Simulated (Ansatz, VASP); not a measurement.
Two plane-wave programs on GeW4

INCAR

```
SYSTEM = GeW4
PREC     = Accurate       ! precision mode
ENCUT    = 600            ! plane-wave cutoff, eV
EDIFF    = 1E-6           ! SCF threshold, eV
ISMEAR   = 0              ! smearing method
SIGMA    = 0.1            ! smearing width, eV
LREAL    = .FALSE.        ! projectors in reciprocal space
LASPH    = .TRUE.         ! aspherical terms in the spheres
NELM     = 60             ! most SCF steps
ALGO     = Fast           ! electronic algorithm
ISIF     = 3              ! what is computed and relaxed
LWAVE    = .FALSE.        ! write WAVECAR
LCHARG   = .FALSE.        ! write CHGCAR
GGA      = PE             ! functional
IBRION   = 2              ! ionic algorithm
NSW      = 90             ! ionic steps
EDIFFG   = -0.04          ! ionic threshold
```

File KPOINTS:

```
Automatic mesh
0
G
  6 6 4
  0 0 0
```

File POSCAR:

```
GeW4
1.0
    5.3323626733      0.0000000000      0.0000000000
   -2.6661813366      4.6179615373      0.0000000000
    0.0000000000      0.0000000000      5.0022852222
Ge W
1 4
Direct
    0.0000000000      0.0000000000      0.0000000000
    0.5000000000      0.0000000000      0.5000000000
    0.0000000000      0.5000000000      0.5000000000
    0.5000000000      0.5000000000      0.5000000000
    0.0000000000      0.0000000000      0.5000000000
```

Input for Ansatz:

```yaml
crystal:
  lattice:
    - [5.3323626733, 0.0, 0.0]
    - [-2.6661813366, 4.6179615373, 0.0]
    - [0.0, 0.0, 5.0022852222]
  atoms:
    - { symbol: Ge, position: [0.0, 0.0, 0.0] }
    - { symbol: W, position: [0.5, 0.0, 0.5] }
    - { symbol: W, position: [0.0, 0.5, 0.5] }
    - { symbol: W, position: [0.5, 0.5, 0.5] }
    - { symbol: W, position: [0.0, 0.0, 0.5] }
basis:
  ecutwfc: 420
kpoints:
  mp_grid: { grid: [6, 6, 4] }
hamiltonian:
  xc: pbe
scf:
  occupations: { method: gaussian, width: 0.1 }
  lower_state_search: "off"
output:
  forces: true
  stress: true
  eigenvalues: true
relax:
  adjacent_minimum: "off"
  f_tol: 0.04
  max_steps: 70
  cell: { stress_tol: 0.4 }
```

Alike in both runs: task relaxation of cell and atoms; functional PBE; k mesh 6 × 6 × 4; occupations gaussian, width 0.1 eV; no spin polarisation.

|  | VASP | Ansatz |
| --- | --- | --- |
| version | VASP 6.6.1 | Ansatz 0.2.0 |
| potentials or method | VASP PAW PBE potentials, release 64 (Ge_d, W_sv), cutoff 600 eV | scalar-relativistic, plane waves, PAW |
| valence electrons in the cell | 70 | 70 |

Ansatz gave:

```
gap on the k mesh at the Fermi level, each at its own relaxed structure (eV) : none
relaxed volume (Å³/atom)                                                     : 24.49
relaxed length of the cell vector where the two differ most in proportion (Å)              : 4.981
```

What did VASP give for the same quantities?

gap on the k mesh at the Fermi level, each at its own relaxed structure (eV): none; relaxed volume (Å³/atom): 24.51; relaxed length of the cell vector where the two differ most in proportion (Å): 4.974.

A gap of «none» marks a metal or a gap that the smearing closes.

Neither program's run includes spin-orbit coupling.
